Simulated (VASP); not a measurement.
Input of a VASP 6.6.1 run:

Contents of INCAR:

```
SYSTEM = Sb
PREC = Accurate
ENCUT = 520
EDIFF = 1E-6
ISMEAR = -1
SIGMA = 0.1
LREAL = .False.
LASPH = .True.
NELM = 80
ALGO = Normal
ISIF = 2
LWAVE = .False.
LCHARG = .True.
GGA = PE
LELF = .True.
LVHAR = .True.
NBANDS = 8
```

The input KPOINTS:

```
regular mesh
0
Gamma
  18 18 16
  0 0 0
```

File POSCAR:

```
Sb
1.0
    2.4550816757      0.0000000000      0.0000000000
   -1.2275408379      2.1261630995      0.0000000000
    0.0000000000      0.0000000000      2.3018721286
Sb
1
Direct
    0.0000000000      0.0000000000      0.0000000000
```

Potentials or basis: VASP PAW PBE potentials, release 64 (Sb).

Command:

```console
$ cat potpaw_PBE.64/Sb/POTCAR > POTCAR
$ mpirun -np 1 vasp_std > vasp.out
```

Q: Predict the pressure.

A: 380.1 GPa.

Stress tensor (GPa, compression positive):
```
382.40   0.00   0.00
  0.00 382.40   0.00
  0.00   0.00 375.59
```
